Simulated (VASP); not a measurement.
# Ir (Fm-3m) in VASP: a series of runs

Runs on Ir. Level: r2SCAN. Tasks: single point.

Program: VASP 6.6.1. These are calculated values, not measurements. Logs are shortened: lines on timing, memory, paths and dates and some standing lists are left out, and cuts for length are marked.

## (1) The cell of the first run

The structure is cubic, space group Fm-3m (No. 225). The conventional cell has a = 3.844 Å, b = 3.844 Å, c = 3.844 Å, α = 90.00°, β = 90.00°, γ = 90.00°. Within 3.6 Å of Ir (site symmetry m-3m) lie 12 Ir at 2.72 Å.

## (2) Single point, r2SCAN

POSCAR reads:

```
Ir
1.0
    0.0000000000      1.9221147239      1.9221147239
    1.9221147239      0.0000000000      1.9221147239
    1.9221147239      1.9221147239      0.0000000000
Ir
1
Direct
    0.0000000000      0.0000000000      0.0000000000
```

INCAR.step1 reads:

```
SYSTEM = Ir
PREC     = Accurate       ! precision mode
ENCUT    = 520            ! plane-wave cutoff, eV
ISMEAR   = 0              ! smearing method
SIGMA    = 0.15           ! smearing width, eV
LREAL    = .FALSE.        ! projectors in reciprocal space
LASPH    = .TRUE.         ! aspherical terms in the spheres
NELM     = 80             ! most SCF steps
NBANDS   = 10             ! bands
GGA      = PE             ! functional
ALGO     = Normal         ! electronic algorithm
EDIFF    = 1E-4           ! SCF threshold, eV
LWAVE    = .TRUE.         ! write WAVECAR
LCHARG   = .FALSE.        ! write CHGCAR
```

INCAR.step2 reads:

```
SYSTEM = Ir
PREC     = Accurate       ! precision mode
ENCUT    = 520            ! plane-wave cutoff, eV
EDIFF    = 1E-6           ! SCF threshold, eV
ISMEAR   = 0              ! smearing method
SIGMA    = 0.15           ! smearing width, eV
LREAL    = .FALSE.        ! projectors in reciprocal space
LASPH    = .TRUE.         ! aspherical terms in the spheres
NELM     = 80             ! most SCF steps
ALGO     = Normal         ! electronic algorithm
ISIF     = 2              ! what is computed and relaxed
LWAVE    = .FALSE.        ! write WAVECAR
LCHARG   = .FALSE.        ! write CHGCAR
METAGGA  = R2SCAN         ! meta-GGA
LMIXTAU  = .TRUE.       
NBANDS   = 10             ! bands
ISTART   = 1
```

KPOINTS reads:

```
Automatic mesh
0
G
  30 30 30
  0 0 0
```

Potentials or basis: VASP PAW PBE potentials, release 64 (Ir).

Run with:

```
cat potpaw_PBE.64/Ir/POTCAR > POTCAR
cp INCAR.step1 INCAR
mpirun -np 1 vasp_std > vasp.out
cp INCAR.step2 INCAR
mpirun -np 1 vasp_std > vasp.out
```

OUTCAR:

```text
SYSTEM = Ir
   PREC = Accurate
   ENCUT = 520
   EDIFF = 1E-6
   ISMEAR = 0
   LREAL = .FALSE.
   LASPH = .TRUE.
   NELM = 80
   ISIF = 2
   METAGGA = R2SCAN
   ISTART = 1

 ion  position               nearest neighbor table
   1  0.000  0.000  0.000-

  LATTYP: Found a face centered cubic cell.
 ALAT       =     3.8442294478

  Lattice vectors:

 A1 = (   0.0000000000,   1.9221147239,   1.9221147239)
 A2 = (   1.9221147239,   0.0000000000,   1.9221147239)
 A3 = (   1.9221147239,   1.9221147239,   0.0000000000)

Analysis of symmetry for initial positions (statically):
=====================================================================
 Subroutine PRICEL returns:
 Original cell was already a primitive cell.

 Routine SETGRP: Setting up the symmetry group for a
 face centered cubic supercell.

 Subroutine GETGRP returns: Found 48 space group operations
 (whereof 48 operations were pure point group operations)
 out of a pool of 48 trial point group operations.

The static configuration has the point symmetry O_h .

Analysis of symmetry for dynamics (positions and initial velocities):
=====================================================================
 Subroutine PRICEL returns:
 Original cell was already a primitive cell.

 Routine SETGRP: Setting up the symmetry group for a
 face centered cubic supercell.

 Subroutine GETGRP returns: Found 48 space group operations
 (whereof 48 operations were pure point group operations)
 out of a pool of 48 trial point group operations.

The dynamic configuration has the point symmetry O_h .

 Subroutine INISYM returns: Found 48 space group operations
 (whereof 48 operations are pure point group operations),
 and found     1 'primitive' translations

----------------------------------------------------------------------------------------

                                     Primitive cell

  volume of cell :      14.2026

  direct lattice vectors                    reciprocal lattice vectors
     0.000000000  1.922114724  1.922114724    -0.260130154  0.260130154  0.260130154
     1.922114724  0.000000000  1.922114724     0.260130154 -0.260130154  0.260130154
     1.922114724  1.922114724  0.000000000     0.260130154  0.260130154 -0.260130154

  length of vectors
     2.718280711  2.718280711  2.718280711     0.450558644  0.450558644  0.450558644

  position of ions in fractional coordinates (direct lattice)
     0.000000000  0.000000000  0.000000000

  ion indices of the primitive-cell ions
   primitive index   ion index
                 1           1

----------------------------------------------------------------------------------------

 KPOINTS: Automatic mesh

Automatic generation of k-mesh.
 Grid dimensions read from file:
 generate k-points for:   30   30   30

 Generating k-lattice:

  Cartesian coordinates                     Fractional coordinates (reciprocal lattice)
    -0.008671005  0.008671005  0.008671005     0.033333333  0.000000000  0.000000000
     0.008671005 -0.008671005  0.008671005     0.000000000  0.033333333  0.000000000
     0.008671005  0.008671005 -0.008671005     0.000000000  0.000000000  0.033333333

  Length of vectors
     0.015018621  0.015018621  0.015018621

  Shift w.r.t. Gamma in fractional coordinates (k-lattice)
     0.000000000  0.000000000  0.000000000

 Subroutine IBZKPT returns following result:
 ===========================================

 Found    752 irreducible k-points:

 Following reciprocal coordinates:
            Coordinates               Weight
  0.000000  0.000000  0.000000      1.000000
  0.033333  0.000000  0.000000      8.000000
  0.066667  0.000000  0.000000      8.000000
  0.100000  0.000000  0.000000      8.000000
  0.133333  0.000000  0.000000      8.000000
  0.166667  0.000000  0.000000      8.000000
[... 16 lines left out ...]
  0.233333  0.033333  0.000000     24.000000
  0.266667  0.033333  0.000000     24.000000
 [... further k-points ...]
   k-points           NKPTS =    752   k-points in BZ     NKDIM =    752   number of bands    NBANDS=     10
   number of dos      NEDOS =    301   number of ions     NIONS =      1
   total plane-waves  NPLWV =   8000
   dimension x,y,z NGX =    20 NGY =   20 NGZ =   20
   dimension x,y,z NGXF=    40 NGYF=   40 NGZF=   40
   ions per type =               1
   NGX,Y,Z   is equivalent  to a cutoff of  12.23, 12.23, 12.23 a.u.
   NGXF,Y,Z  is equivalent  to a cutoff of  24.46, 24.46, 24.46 a.u.
 SYSTEM =  Ir
   PREC   = accura    normal or accurate (medium, high low for compatibility)
   ISTART =      1    job   : 0-new  1-cont  2-samecut
   ICHARG =      0    charge: 1-file 2-atom 10-const
   ISPIN  =      1    spin polarized calculation?
   LNONCOLLINEAR =      F non collinear calculations
   LSORBIT =      F    spin-orbit coupling
   LASPH  =      T    aspherical Exc in radial PAW
   ENCUT  =  520.0 eV  38.22 Ry    6.18 a.u.   5.05  5.05  5.05*2*pi/ulx,y,z
   NELM   =     80;   NELMIN=  2; NELMDL=  0     # of ELM steps
   EDIFF  = 0.1E-05   stopping-criterion for ELM
   LREAL  =      F    real-space projection
   EDIFFG = 0.1E-04   stopping-criterion for IOM
   NSW    =      0    number of steps for IOM
   IBRION =     -1    ionic relax: 0-MD 1-quasi-New 2-CG
   NFREE  =      0    steps in history (QN), initial steepest desc. (CG)
   ISIF   =      2    stress and relaxation
   ISYM   =      2    0-nonsym 1-usesym 2-fastsym
   POTIM  = 0.5000    time-step for ionic-motion
   TEBEG  =    0.0;   TEEND  =   0.0 temperature during run
   PSTRESS=    0.0 pullay stress
   NELECT =       9.0000    total number of electrons
   NUPDOWN=      -1.0000    fix difference up-down
   EMIN   =  10.00;   EMAX   =-10.00  energy-range for DOS
   EFERMI =   0.00;   METHOD = LEGACY
   ISMEAR =     0;   SIGMA  =   0.15  broadening in eV -4-tet -1-fermi 0-gaus
   EFERMI_NEDOS =   21; number of points for ismear=-14 and -15
   IALGO  =     38    algorithm
   IMIX   =      4    mixing-type and parameters
     AMIX     =   0.40;   BMIX     =  1.00
     AMIX_MAG =   1.60;   BMIX_MAG =  1.00
  volume/ion in A,a.u.               =      14.20        95.84
  Fermi-wavevector in a.u.,A,eV,Ry     =   1.406154  2.657247 26.902397  1.977270
  Thomas-Fermi vector in A             =   2.528543
   LORBIT       =      0    0 simple, 1 ext, 2 COOP (PROOUT), +10 PAW based schemes
   METAGGA = R2SCAN    functional components
   LHFCALC =     F    Hartree Fock is set to
   AEXX    =    0.0000 exact exchange contribution
   IVDW    =     0    specifies the selected vdW correction
   LEPSILON=     F    determine dielectric tensor
   LRPA    =     F    only Hartree local field effects (RPA)
 non-spin polarized calculation
 Gauss-broadening in eV      SIGMA  =   0.15
  energy-cutoff  :      520.00
  volume of cell :       14.20
 maximum number of plane-waves:       392
   NGX = 11   NGY = 11   NGZ = 11

 number of electron       9.0000000 magnetization

 Free energy of the ion-electron system (eV)
  ---------------------------------------------------
  ext. energy  EPLUGINS =         0.00000000
  ---------------------------------------------------
  free energy    TOTEN  =       -52.37028336 eV

  energy without entropy =      -52.36036873  energy(sigma->0) =      -52.36532604

 E-fermi :  10.1021     XC(G=0): -15.3010

 val. band max:       10.0986157318   @ k =  -0.3667   0.0667   0.0000
 cond. band min:      10.1025638041   @ k =   0.3667   0.3333   0.0000
 fundamental gap:      0.0039480723
 Fermi energy:        10.1021102907

 k-point     1 :       0.0000    0.0000    0.0000
  band No.  band energies     occupation
      1      -1.3769      2.00000
      2       6.1331      2.00000
      3       6.1331      2.00000
      4       6.1331      2.00000
      5       8.8273      2.00000
      6       8.8273      2.00000
      7      25.2189      0.00000
      8      31.0599      0.00000
      9      31.0599      0.00000
     10      31.0599      0.00000

 k-point     2 :       0.0333    0.0000    0.0000
  band No.  band energies     occupation
      1      -1.3251      2.00000
      2       6.1046      2.00000
      3       6.1560      2.00000
      4       6.1560      2.00000
      5       8.8124      2.00000
      6       8.8124      2.00000
      7      25.3082      0.00000
      8      30.7664      0.00000
      9      31.1435      0.00000
     10      31.1435      0.00000

 k-point     3 :       0.0667    0.0000    0.0000
  band No.  band energies     occupation
      1      -1.1715      2.00000
      2       6.0235      2.00000
      3       6.2216      2.00000
      4       6.2216      2.00000
      5       8.7717      2.00000
      6       8.7717      2.00000
      7      25.5683      0.00000
      8      30.0478      0.00000
      9      31.3913      0.00000
     10      31.3913      0.00000

 k-point     4 :       0.1000    0.0000    0.0000
  band No.  band energies     occupation
      1      -0.9218      2.00000
      2       5.9029      2.00000
      3       6.3203      2.00000
      4       6.3203      2.00000
      5       8.7186      2.00000
      6       8.7186      2.00000
      7      25.9746      0.00000
      8      29.1418      0.00000
      9      31.7948      0.00000
     10      31.7948      0.00000
[... 222 lines left out ...]
 k-point    22 :       0.2000    0.0333    0.0000
  band No.  band energies     occupation
      1       0.1532      2.00000
      2       5.5169      2.00000
      3       6.6024      2.00000
      4       6.6214      2.00000
      5       8.5019      2.00000
      6       8.9247      2.00000
      7      26.5479      0.00000
      8      27.4588      0.00000
      9      33.0039      0.00000
     10      33.7744      0.00000

 k-point    23 :       0.2333    0.0333    0.0000
  band No.  band energies     occupation
      1       0.6043      2.00000
      2       5.4817      2.00000
      3       6.6087      2.00000
      4       6.6403      2.00000
      5       8.6417      2.00000
      6       9.0834      2.00000
      7      25.5840      0.00000
      8      27.7435      0.00000
      9      33.6192      0.00000
     10      34.5390      0.00000

 k-point    24 :       0.2667    0.0333    0.0000
  band No.  band energies     occupation
      1       1.0258      2.00000
      2       5.5676      2.00000
      3       6.5484      2.00000
      4       6.6011      2.00000
      5       8.8930      2.00000
      6       9.3256      2.00000
      7      24.5821      0.00000
      8      27.6881      0.00000
      9      34.0500      0.00000
     10      35.0156      0.00000

 [... further k-points ...]
[... 5 lines left out ...]
  --------------------------------------------------------------------------------------
  -------------------------------------------------------------------------------------
  Total        0.2260712      0.2260712      0.2260712     -0.0000000      0.0000000     -0.0000000
  in kB       25.5028051     25.5028051     25.5028051     -0.0000000      0.0000000     -0.0000000
  external PRESSURE =      25.5028051 kB  Pullay stress =       0.0000000 kB

 VOLUME and BASIS-vectors are now :
 -----------------------------------------------------------------------------
  energy-cutoff  :      520.00
  volume of cell :       14.20
      direct lattice vectors                 reciprocal lattice vectors
     0.000000000  1.922114724  1.922114724    -0.260130154  0.260130154  0.260130154
     1.922114724  0.000000000  1.922114724     0.260130154 -0.260130154  0.260130154
     1.922114724  1.922114724  0.000000000     0.260130154  0.260130154 -0.260130154

 POSITION                                       TOTAL-FORCE (eV/Angst)
 -----------------------------------------------------------------------------------
      0.00000      0.00000      0.00000         0.000000      0.000000      0.000000
 -----------------------------------------------------------------------------------
    total drift:                               -0.000000      0.000000      0.000000

  FREE ENERGIE OF THE ION-ELECTRON SYSTEM (eV)
  ---------------------------------------------------
  free  energy   TOTEN  =       -52.3702833557 eV

  energy  without entropy=      -52.3603687334  energy(sigma->0) =      -52.36532604
```

Run time: 3.4 min. Hardware: 1 thread of Intel Xeon 6975P-C, shared host; peak memory 0.23 GiB.

Results:

- Free energy: -52.3703 eV
- Pressure: 2.6 GPa

Levels at points of the mesh, in eV from the Fermi level:
```
           k point  band 1  band 2  band 3  band 4  band 5  band 6  band 7  band 8
(0.00, 0.00, 0.00)  -11.48   -3.97   -3.97   -3.97   -1.27   -1.27   15.12   20.96
(0.50, 0.00, 0.00)   -8.37   -4.12   -4.12   -0.69    0.93    0.93    7.63   14.75
(0.50, 0.50, 0.00)   -8.16   -7.58    0.84    1.57    1.57    1.79   11.03   12.32
```

Caveat: the PAW data sets were made with another functional, which shifts forces and pressure a little; spin-orbit coupling is left out, which moves the levels of the heavy elements.

[end of part 1 of 3]
